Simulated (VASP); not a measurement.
# ZrO2 (Cubic zirconia) (Fm-3m) in VASP: single point with LDA

Aim: the single point of ZrO2 (Cubic zirconia) with LDA.

All numbers are computed with VASP 6.6.1; they aren't measurements. Logs are shortened: lines on timing, memory, paths and dates and some standing lists are left out, and cuts for length are marked.

### Step 1. The cell of the first run

The structure is cubic, space group Fm-3m (No. 225). Conventional cell: a = 5.070 Å, b = 5.070 Å, c = 5.070 Å, α = 90.00°, β = 90.00°, γ = 90.00°. Zr (site symmetry m-3m) has 8 O at 2.20 Å within 2.9 Å. Within 2.9 Å of O (site symmetry -43m) lie 4 Zr at 2.20 Å and 6 O at 2.54 Å.

### Step 2. Single point, LDA

INCAR reads:

```
PREC = Accurate
ENCUT = 600
EDIFF = 1E-6
ISMEAR = 0
SIGMA = 0.01
LREAL = False
LASPH = True
NELM = 120
ALGO = Normal
ISIF = 2
LWAVE = False
LCHARG = False
NBANDS = 19
GGA_COMPAT = False
```

KPOINTS reads:

```
regular mesh
0
Gamma
  3 3 3
```

POSCAR reads:

```
ZrO2
1.0
    0.0000000000      2.5350000000      2.5350000000
    2.5350000000      0.0000000000      2.5350000000
    2.5350000000      2.5350000000      0.0000000000
Zr O
1 2
Direct
    0.0000000000      0.0000000000      0.0000000000
    0.2500000000      0.2500000000      0.2500000000
    0.7500000000      0.7500000000      0.7500000000
```

Potentials or basis: VASP PAW LDA potentials, release 64 (Zr_sv, O).

On the command line:

```
$ cat potpaw_LDA.64/Zr_sv/POTCAR potpaw_LDA.64/O/POTCAR > POTCAR
$ mpirun -np 1 vasp_std > vasp.out
```

OUTCAR:

```text
PREC = Accurate
   ENCUT = 600
   EDIFF = 1E-6
   ISMEAR = 0
   LREAL = False
   LASPH = True
   NELM = 120
   ISIF = 2

 ion  position               nearest neighbor table
   1  0.000  0.000  0.000-   3 2.20   3 2.20   3 2.20   2 2.20   3 2.20   2 2.20   2 2.20   2 2.20

   2  0.250  0.250  0.250-   1 2.20   1 2.20   1 2.20   1 2.20
   3  0.750  0.750  0.750-   1 2.20   1 2.20   1 2.20   1 2.20

  LATTYP: Found a face centered cubic cell.
 ALAT       =     5.0700000000

  Lattice vectors:

 A1 = (   0.0000000000,   2.5350000000,   2.5350000000)
 A2 = (   2.5350000000,   0.0000000000,   2.5350000000)
 A3 = (   2.5350000000,   2.5350000000,   0.0000000000)

Analysis of symmetry for initial positions (statically):
=====================================================================
 Subroutine PRICEL returns:
 Original cell was already a primitive cell.

 Routine SETGRP: Setting up the symmetry group for a
 face centered cubic supercell.

 Subroutine GETGRP returns: Found 48 space group operations
 (whereof 48 operations were pure point group operations)
 out of a pool of 48 trial point group operations.

The static configuration has the point symmetry O_h .

Analysis of symmetry for dynamics (positions and initial velocities):
=====================================================================
 Subroutine PRICEL returns:
 Original cell was already a primitive cell.

 Routine SETGRP: Setting up the symmetry group for a
 face centered cubic supercell.

 Subroutine GETGRP returns: Found 48 space group operations
 (whereof 48 operations were pure point group operations)
 out of a pool of 48 trial point group operations.

The dynamic configuration has the point symmetry O_h .

 Subroutine INISYM returns: Found 48 space group operations
 (whereof 48 operations are pure point group operations),
 and found     1 'primitive' translations

----------------------------------------------------------------------------------------

                                     Primitive cell

  volume of cell :      32.5810

  direct lattice vectors                    reciprocal lattice vectors
     0.000000000  2.535000000  2.535000000    -0.197238659  0.197238659  0.197238659
     2.535000000  0.000000000  2.535000000     0.197238659 -0.197238659  0.197238659
     2.535000000  2.535000000  0.000000000     0.197238659  0.197238659 -0.197238659

  length of vectors
     3.585031381  3.585031381  3.585031381     0.341627378  0.341627378  0.341627378
[... 61 lines left out ...]
   NELM   =    120;   NELMIN=  2; NELMDL= -5     # of ELM steps
   EDIFF  = 0.1E-05   stopping-criterion for ELM
   LREAL  =      F    real-space projection
   EDIFFG = 0.1E-04   stopping-criterion for IOM
   NSW    =      0    number of steps for IOM
   IBRION =     -1    ionic relax: 0-MD 1-quasi-New 2-CG
   NFREE  =      0    steps in history (QN), initial steepest desc. (CG)
   ISIF   =      2    stress and relaxation
   ISYM   =      2    0-nonsym 1-usesym 2-fastsym
   POTIM  = 0.5000    time-step for ionic-motion
   TEBEG  =    0.0;   TEEND  =   0.0 temperature during run
   PSTRESS=    0.0 pullay stress
   NELECT =      24.0000    total number of electrons
   NUPDOWN=      -1.0000    fix difference up-down
   EMIN   =  10.00;   EMAX   =-10.00  energy-range for DOS
   EFERMI =   0.00;   METHOD = LEGACY
   ISMEAR =     0;   SIGMA  =   0.01  broadening in eV -4-tet -1-fermi 0-gaus
   EFERMI_NEDOS =   21; number of points for ismear=-14 and -15
   IALGO  =     38    algorithm
   IMIX   =      4    mixing-type and parameters
     AMIX     =   0.40;   BMIX     =  1.00
     AMIX_MAG =   1.60;   BMIX_MAG =  1.00
  volume/ion in A,a.u.               =      10.86        73.29
  Fermi-wavevector in a.u.,A,eV,Ry     =   1.478509  2.793977 29.742181  2.185989
  Thomas-Fermi vector in A             =   2.592781
   LORBIT       =      0    0 simple, 1 ext, 2 COOP (PROOUT), +10 PAW based schemes
   GGA     = CA    functional components
   LHFCALC =     F    Hartree Fock is set to
   AEXX    =    0.0000 exact exchange contribution
   IVDW    =     0    specifies the selected vdW correction
   LEPSILON=     F    determine dielectric tensor
   LRPA    =     F    only Hartree local field effects (RPA)
 non-spin polarized calculation
 Gauss-broadening in eV      SIGMA  =   0.01
  energy-cutoff  :      600.00
  volume of cell :       32.58
 maximum number of plane-waves:      1093
 NGX is ok and might be reduce to    30
   NGX = 15   NGY = 15   NGZ = 15

 number of electron      23.9999996 magnetization

 Free energy of the ion-electron system (eV)
  ---------------------------------------------------
  ext. energy  EPLUGINS =         0.00000000
  ---------------------------------------------------
  free energy    TOTEN  =       -31.35548368 eV

  energy without entropy =      -31.35548368  energy(sigma->0) =      -31.35548368

 E-fermi :   6.6388     XC(G=0): -12.3371

 val. band max:        6.5318853675   @ k =   0.0000   0.0000   0.0000
 cond. band min:      10.3405174146   @ k =   0.0000   0.0000   0.0000
 fundamental gap:      3.8086320471
 Fermi energy:         6.6387639089

 k-point     1 :       0.0000    0.0000    0.0000
  band No.  band energies     occupation
      1     -40.6010      2.00000
      2     -18.5895      2.00000
      3     -18.5895      2.00000
      4     -18.5895      2.00000
      5     -10.9049      2.00000
      6      -8.1898      2.00000
[... 65 lines left out ...]
      6      -8.9199      2.00000
[... 11 lines left out ...]
     18      18.4999      0.00000
     19      22.2875      0.00000

------------------------ aborting loop because EDIFF is reached ----------------------------------------

  FORCE on cell =-STRESS in cart. coord.  units (eV):
  Direction    XX          YY          ZZ          XY          YZ          ZX
  --------------------------------------------------------------------------------------
  -------------------------------------------------------------------------------------
  Total       -1.2599974     -1.2599974     -1.2599974      0.0000000     -0.0000000      0.0000000
  in kB      -61.9607034    -61.9607034    -61.9607034      0.0000000     -0.0000000      0.0000000
  external PRESSURE =     -61.9607034 kB  Pullay stress =       0.0000000 kB

 VOLUME and BASIS-vectors are now :
 -----------------------------------------------------------------------------
  energy-cutoff  :      600.00
  volume of cell :       32.58
      direct lattice vectors                 reciprocal lattice vectors
     0.000000000  2.535000000  2.535000000    -0.197238659  0.197238659  0.197238659
     2.535000000  0.000000000  2.535000000     0.197238659 -0.197238659  0.197238659
     2.535000000  2.535000000  0.000000000     0.197238659  0.197238659 -0.197238659

 POSITION                                       TOTAL-FORCE (eV/Angst)
 -----------------------------------------------------------------------------------
      0.00000      0.00000      0.00000        -0.000000     -0.000000     -0.000000
      1.26750      1.26750      1.26750        -0.000000     -0.000000     -0.000000
      3.80250      3.80250      3.80250         0.000000      0.000000      0.000000
 -----------------------------------------------------------------------------------
    total drift:                                0.000000     -0.000000      0.000000

  FREE ENERGIE OF THE ION-ELECTRON SYSTEM (eV)
  ---------------------------------------------------
  free  energy   TOTEN  =       -31.3554836800 eV

  energy  without entropy=      -31.3554836800  energy(sigma->0) =      -31.35548368
```

It used 12 s of CPU time on 1 thread of AMD EPYC 7R13 Processor (Zen 3), on a shared host.

What came out:

- Free energy: -31.3555 eV
- Pressure: -6.2 GPa
- Band gap on the k mesh: 3.81 eV, direct

Levels at points of the mesh, in eV from the valence-band top:
```csv
k point,band 9,band 10,band 11,band 12,band 13,band 14,band 15,band 16
"(0.00, 0.00, 0.00)",-4.81,0.00,0.00,0.00,3.81,3.81,7.02,10.08
```

Caveat: the k points lie up to 0.72 Å⁻¹ apart.
